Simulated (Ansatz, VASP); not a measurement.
# Al8H: VASP beside Ansatz

File INCAR:

```
  PREC = Accurate
  ENCUT = 520
  EDIFF = 1E-6
  ISMEAR = 0
  SIGMA = 0.1
  LREAL = Auto
  LASPH = True
  NELM = 100
  ALGO = Normal
  ISIF = 2
  LWAVE = False
  LCHARG = False
  LDIPOL = True
  IDIPOL = 3
  DIPOL = 0.5 0.5 0.291
  GGA = PE
  NBANDS = 40
```

File KPOINTS:

```
Automatic mesh
0
Gamma
  5 4 1
```

The input POSCAR:

```
Al8H
1.0
    5.7135165837      0.0000000000      0.0000000000
    0.0000000000      8.0801326415      0.0000000000
    0.0000000000      0.0000000000     22.2432786975
Al H
16 2
Direct
    0.2500000000      0.2500000000      0.1798296040
    0.2500000000      0.7500000000      0.1798296040
    0.7500000000      0.2500000000      0.1798296040
    0.7500000000      0.7500000000      0.1798296040
    0.0000000000      0.0000000000      0.2440458181
    0.0000000000      0.5000000000      0.2440458181
    0.5000000000      0.0000000000      0.2440458181
    0.5000000000      0.5000000000      0.2440458181
    0.2500000000      0.2500000000      0.3102598702
    0.2500000000      0.7500000000      0.3102598702
    0.7500000000      0.2500000000      0.3102598702
    0.7500000000      0.7500000000      0.3102598702
    0.0000000000      0.0000000000      0.3705963860
    0.0000000000      0.5000000000      0.3705963860
    0.5000000000      0.0000000000      0.3705963860
    0.5000000000      0.5000000000      0.3705963860
    0.7500000000     -0.0402221120      0.4052135847
    0.7500000000      0.0402221120      0.4052135847
```

Input for Ansatz:

```yaml
crystal:
  lattice:
    - [5.7135165837, 0.0, 0.0]
    - [0.0, 8.0801326415, 0.0]
    - [0.0, 0.0, 22.2432786975]
  atoms:
    - { symbol: Al, position: [0.25, 0.25, 0.179829604] }
    - { symbol: Al, position: [0.25, 0.75, 0.179829604] }
    - { symbol: Al, position: [0.75, 0.25, 0.179829604] }
    - { symbol: Al, position: [0.75, 0.75, 0.179829604] }
    - { symbol: Al, position: [0.0, 0.0, 0.2440458181] }
    - { symbol: Al, position: [0.0, 0.5, 0.2440458181] }
    - { symbol: Al, position: [0.5, 0.0, 0.2440458181] }
    - { symbol: Al, position: [0.5, 0.5, 0.2440458181] }
    - { symbol: Al, position: [0.25, 0.25, 0.3102598702] }
    - { symbol: Al, position: [0.25, 0.75, 0.3102598702] }
    - { symbol: Al, position: [0.75, 0.25, 0.3102598702] }
    - { symbol: Al, position: [0.75, 0.75, 0.3102598702] }
    - { symbol: Al, position: [0.0, 0.0, 0.370596386] }
    - { symbol: Al, position: [0.0, 0.5, 0.370596386] }
    - { symbol: Al, position: [0.5, 0.0, 0.370596386] }
    - { symbol: Al, position: [0.5, 0.5, 0.370596386] }
    - { symbol: H, position: [0.75, -0.040222112, 0.4052135847] }
    - { symbol: H, position: [0.75, 0.040222112, 0.4052135847] }
basis:
  ecutwfc: 420
kpoints:
  mp_grid: { grid: [5, 4, 1] }
hamiltonian:
  xc: pbe
  pseudopotentials: { kind: paw, azcp: { folder: soft_1 } }
scf:
  occupations: { method: gaussian, width: 0.1 }
output:
  forces: true
  eigenvalues: true
efield:
  axis: 3
  dipole_correction: true
  ramp_width: 0.04
```

Alike in both runs: task single point; functional PBE; k mesh 5 × 4 × 1; occupations gaussian, width 0.1 eV; no spin polarisation.

|  | VASP | Ansatz |
| --- | --- | --- |
| version | VASP 6.6.1 | Ansatz 0.2.0 |
| potentials or method | VASP PAW PBE potentials, release 64 (Al, H), cutoff 520 eV | scalar-relativistic, plane waves, PAW |
| valence electrons in the cell | 50 | 50 |

```csv
,VASP,Ansatz,Ansatz less VASP
gap on the k mesh at the Fermi level (eV),none,none,-
rms of the force components (eV/Å),1.820,1.811,-0.0085
```

Atom by atom the forces differ by 0.011 eV/Å (rms over components). A gap of «none» marks a metal or a gap that the smearing closes.
